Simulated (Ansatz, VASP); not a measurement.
**Two plane-wave programs on MgO2**

INCAR

```
ALGO = Normal ; EDIFF = 1E-6
ENCUT = 520 ; GGA = PS
ISIF = 2 ; ISMEAR = 0
LASPH = T ; LCHARG = F
LREAL = F ; LWAVE = F
NBANDS = 14 ; NELM = 80
PREC = Accurate ; SIGMA = 0.05
```

File KPOINTS:

```
k-points
0
Gamma
  12 12 12
```

Contents of POSCAR:

```
MgO2
1.0
    1.6689514567      0.9635695728      3.6337380299
   -1.6689514567      0.9635695728      3.6337380299
    0.0000000000     -1.9271391455      3.6337380299
Mg O
1 2
Direct
    0.0000000000      0.0000000000      0.0000000000
    0.4287860000      0.4287860000      0.4287860000
    0.5712140000      0.5712140000      0.5712140000
```

Input for Ansatz:

```yaml
crystal:
  lattice:
    - [1.6689514567, 0.9635695728, 3.6337380299]
    - [-1.6689514567, 0.9635695728, 3.6337380299]
    - [0.0, -1.9271391455, 3.6337380299]
  atoms:
    - { symbol: Mg, position: [0.0, 0.0, 0.0] }
    - { symbol: O, position: [0.428786, 0.428786, 0.428786] }
    - { symbol: O, position: [0.571214, 0.571214, 0.571214] }
basis:
  ecutwfc: 420
kpoints:
  mp_grid: { grid: [12, 12, 12] }
hamiltonian:
  xc: pbesol
scf:
  occupations: { method: gaussian, width: 0.05 }
output:
  forces: true
  stress: true
  eigenvalues: true
```

Change from the starting cell: strain +0.040 along x and y, +0.040 along z, atoms carried along.

Alike in both runs: task single point; functional PBEsol; k mesh 12 × 12 × 12; occupations gaussian, width 0.05 eV; no spin polarisation.

```csv
,VASP,Ansatz
version,VASP 6.6.1,Ansatz 0.2.0
potentials or method,"VASP PAW PBE potentials, release 64 (Mg, O), cutoff 520 eV","scalar-relativistic, plane waves, PAW"
valence electrons in the cell,14,22
```

|  | VASP | Ansatz | Ansatz less VASP |
| --- | --- | --- | --- |
| gap on the k mesh at the Fermi level (eV) | 1.56 | 1.59 | +0.023 |
| least direct gap on the mesh (eV) | 1.56 | 1.59 | +0.023 |
| pressure (GPa) | -16.0 | -15.7 | +0.30 |
| traceless stress, the component that is largest in VASP (GPa) | -6.03 | -6.69 | -0.659 |
| rms of the force components (eV/Å) | 0.294 | 0.353 | +0.0586 |

VASP's potentials were made for PBE, not for PBEsol. Atom by atom the forces differ by 0.059 eV/Å (rms over components). The functional is the same, so the differences come from potentials, cutoffs and numerics. VASP's potentials hold 14 valence electrons a cell and Ansatz's 22, so a difference there can come from the potentials and not from the codes.
